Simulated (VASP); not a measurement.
Ir, 1 atom in the cell. The structure is tetragonal, space group I4/mmm (No. 139). The conventional cell has a = 2.769 Å, b = 2.769 Å, c = 3.839 Å, α = 90.00°, β = 90.00°, γ = 90.00°. Within 3.6 Å of Ir (site symmetry 4/mmm) lie 12 Ir at 2.74 to 2.77 Å.  This cell differs from its parent crystal: equal xx and yy strain of +2 %.

* Program: VASP 6.6.1
* Task: single point
* Functional: PBE
* Potentials or basis: VASP PAW PBE potentials, release 64 (Ir)
* Cutoff: 520 eV
* k mesh: 15 × 15 × 15
* Occupations: fermi-dirac, width 0.05 eV
* Spin: no spin polarisation
* Dipole correction: no
* Further INCAR settings: ALGO = Normal; EDIFF = 1e-06; NBANDS = 10

Potentials or basis: VASP PAW PBE potentials, release 64 (Ir).

Command:

```bash
$ cat potpaw_PBE.64/Ir/POTCAR > POTCAR
$ mpirun -np 1 vasp_std > vasp.out
```

Hardware: 1 thread of Intel Xeon 6975P-C, with other jobs on the host.

How long does it take, and how much memory?

Run time: 22 s on 1 thread of Intel Xeon 6975P-C (shared host), peak memory 0.17 GiB. Counts: scf iterations 12, k points 288.
